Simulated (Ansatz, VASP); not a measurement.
Two plane-wave programs on ScTeI4

```
Sc Te I
1.0
     7.08008    0.00000    0.00000
    -3.54004    6.13153    0.00000
     0.00000    0.00000    5.77113
Sc Te I
1 1 4
Cartesian
  0.0000 0.0000 2.8856
  0.0000 0.0000 0.0000
  0.0000 4.0877 4.3365
  0.0000 4.0877 1.4347
  3.5400 2.0438 4.3365
  3.5400 2.0438 1.4347
```

Change from the starting cell: species swapped into the TiB4Mo type (P6/mmm, No. 191).

Alike in both runs: functional PBE; k mesh 3 × 3 × 4; occupations gaussian, width 0.1 eV; no spin polarisation.

Ansatz relaxed the structure, and its values are those at the end. VASP's run is a single point on that final structure, the one shown.

```csv
,VASP,Ansatz
version,VASP 6.6.1,Ansatz 0.2.0
potentials or method,"VASP PAW PBE potentials, release 64 (Sc_sv, Te, I), cutoff 520 eV","scalar-relativistic, plane waves, PAW"
valence electrons in the cell,45,95
```

VASP gave:

- gap on the k mesh at the Fermi level (eV): none
- pressure (GPa): 0.1
- rms of the force components (eV/Å): 0.007

Question: What did Ansatz give for the same quantities?

Answer: gap on the k mesh at the Fermi level (eV): none; pressure (GPa): 0.1; rms of the force components (eV/Å): 0.005.

A gap of «none» marks a metal or a gap that the smearing closes. The functional is the same, so the differences come from potentials, cutoffs and numerics. VASP's potentials hold 45 valence electrons a cell and Ansatz's 95, so a difference there can come from the potentials and not from the codes.

Spin-orbit coupling is off throughout.
